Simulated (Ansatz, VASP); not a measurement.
## One calculation of CdS5, two programs

File INCAR:

```
PREC = Accurate ; ENCUT = 600
EDIFF = 1E-7 ; ISMEAR = 0
SIGMA = 0.1 ; LREAL = F
LASPH = T ; NELM = 80
ALGO = Normal ; ISIF = 3
LWAVE = F ; LCHARG = F
GGA = PE ; IBRION = 2
NSW = 90 ; EDIFFG = -0.04
```

KPOINTS

```
regular mesh
0
Gamma
  3 3 6
```

Contents of POSCAR:

```
CdS5
1.0
    7.6938290549      0.0000000000      0.0000000000
   -3.8469145275      6.6630514140      0.0000000000
    0.0000000000      0.0000000000      2.9738793788
Cd S
1 5
Direct
    0.0000000000      0.0000000000      0.0000000000
    0.5000000000      0.0000000000      0.5000000000
    0.0000000000      0.5000000000      0.5000000000
    0.5000000000      0.5000000000      0.5000000000
    0.3333333333      0.6666666667      0.5000000000
    0.6666666667      0.3333333333      0.5000000000
```

Input for Ansatz:

```yaml
crystal:
  lattice:
    - [7.6938290549, 0.0, 0.0]
    - [-3.8469145275, 6.663051414, 0.0]
    - [0.0, 0.0, 2.9738793788]
  atoms:
    - { symbol: Cd, position: [0.0, 0.0, 0.0] }
    - { symbol: S, position: [0.5, 0.0, 0.5] }
    - { symbol: S, position: [0.0, 0.5, 0.5] }
    - { symbol: S, position: [0.5, 0.5, 0.5] }
    - { symbol: S, position: [0.3333333333, 0.6666666667, 0.5] }
    - { symbol: S, position: [0.6666666667, 0.3333333333, 0.5] }
basis:
  ecutwfc: 420
kpoints:
  mp_grid: { grid: [3, 3, 6] }
hamiltonian:
  xc: pbe
scf:
  occupations: { method: gaussian, width: 0.1 }
  lower_state_search: "off"
output:
  forces: true
  stress: true
  eigenvalues: true
relax:
  adjacent_minimum: "off"
  f_tol: 0.04
  max_steps: 70
  cell: { stress_tol: 0.4 }
```

Alike in both runs: task relaxation of cell and atoms; functional PBE; k mesh 3 × 3 × 6; occupations gaussian, width 0.1 eV; no spin polarisation.

```csv
,VASP,Ansatz
version,VASP 6.6.1,Ansatz 0.2.0
potentials or method,"VASP PAW PBE potentials, release 64 (Cd, S), cutoff 600 eV","scalar-relativistic, plane waves, PAW"
valence electrons in the cell,42,50
```

|  | VASP | Ansatz | Ansatz less VASP |
| --- | --- | --- | --- |
| gap on the k mesh at the Fermi level, each at its own relaxed structure (eV) | none | none | - |
| relaxed volume (Å³/atom) | 24.70 | 24.79 | +0.086 |
| relaxed cell length with the largest relative difference (Å) | 7.991 | 8.009 | +0.0185 |

A gap of «none» marks a metal or a gap that the smearing closes. VASP's potentials hold 42 valence electrons a cell and Ansatz's 50, so a difference there can come from the potentials and not from the codes.
